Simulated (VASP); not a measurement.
A run of VASP 6.6.1 is set up as follows.

File POSCAR:

```
Mn
1.0
    0.0000000000      1.7020304459      1.7020304459
    1.7020304459      0.0000000000      1.7020304459
    1.7020304459      1.7020304459      0.0000000000
Mn
1
Direct
    0.0000000000      0.0000000000      0.0000000000
```

INCAR.step1

```
SYSTEM = Mn
PREC = Accurate
ENCUT = 520
EDIFF = 1E-5
ISMEAR = -1
SIGMA = 0.1
LREAL = .FALSE.
LASPH = .TRUE.
NELM = 80
ALGO = Normal
ISIF = 2
LWAVE = .TRUE.
LCHARG = .FALSE.
NBANDS = 12
GGA = PE
```

Contents of INCAR.step2:

```
SYSTEM = Mn
PREC = Accurate
ENCUT = 520
EDIFF = 1E-6
ISMEAR = -1
SIGMA = 0.1
LREAL = .FALSE.
LASPH = .TRUE.
NELM = 80
ALGO = Normal
ISIF = 2
LWAVE = .FALSE.
LCHARG = .FALSE.
GGA = PE
LHFCALC = .TRUE.
HFSCREEN = 0.2079
PRECFOCK = Normal
NBANDS = 12
ISTART = 1
```

KPOINTS

```
regular mesh
0
G
  6 6 6
  0 0 0
```

Potentials or basis: VASP PAW PBE potentials, release 64 (Mn_pv).

Run with:

```bash
$ cat potpaw_PBE.64/Mn_pv/POTCAR > POTCAR
$ cp INCAR.step1 INCAR
$ mpirun -np 1 vasp_std > vasp.out
$ cp INCAR.step2 INCAR
$ mpirun -np 1 vasp_std > vasp.out
```

Problem. Predict the pressure.

Solution. 12.6 GPa.

Caveat: the k points lie up to 0.53 Å⁻¹ apart; the PAW data sets were made with another functional, which shifts forces and pressure a little; the run has no spin polarisation, though such a crystal can be magnetic. Spin polarisation is off, so any magnetic state and its effect on volume and gap are missing.
